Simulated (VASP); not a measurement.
A run of VASP 6.6.1 is set up as follows.

Contents of INCAR:

```
SYSTEM = GaN
PREC = Accurate ; ENCUT = 600
EDIFF = 1E-6 ; ISMEAR = 0
SIGMA = 0.02 ; LREAL = .False.
LASPH = .True. ; NELM = 120
ALGO = Normal ; ISIF = 2
LWAVE = .False. ; LCHARG = .False.
GGA = PE ; NBANDS = 16
GGA_COMPAT = .False.
```

The input KPOINTS:

```
Automatic mesh
0
Gamma
  10 10 10
  0 0 0
```

The input POSCAR:

```
GaN
1.0
    0.0000000000      2.2743393225      2.2743393225
    2.2743393225      0.0000000000      2.2743393225
    2.2743393225      2.2743393225      0.0000000000
Ga N
1 1
Direct
    0.0000000000      0.0000000000      0.0000000000
    0.2500000000      0.2500000000      0.2500000000
```

Potentials or basis: VASP PAW PBE potentials, release 64 (Ga_d, N).

Command:

```bash
$ cat potpaw_PBE.64/Ga_d/POTCAR potpaw_PBE.64/N/POTCAR > POTCAR
$ mpirun -np 1 vasp_std > vasp.out
```

Question: Predict the pressure.

Answer: -0.1 GPa.

Question: Predict the band gap on the k mesh.

Answer: 1.55 eV.
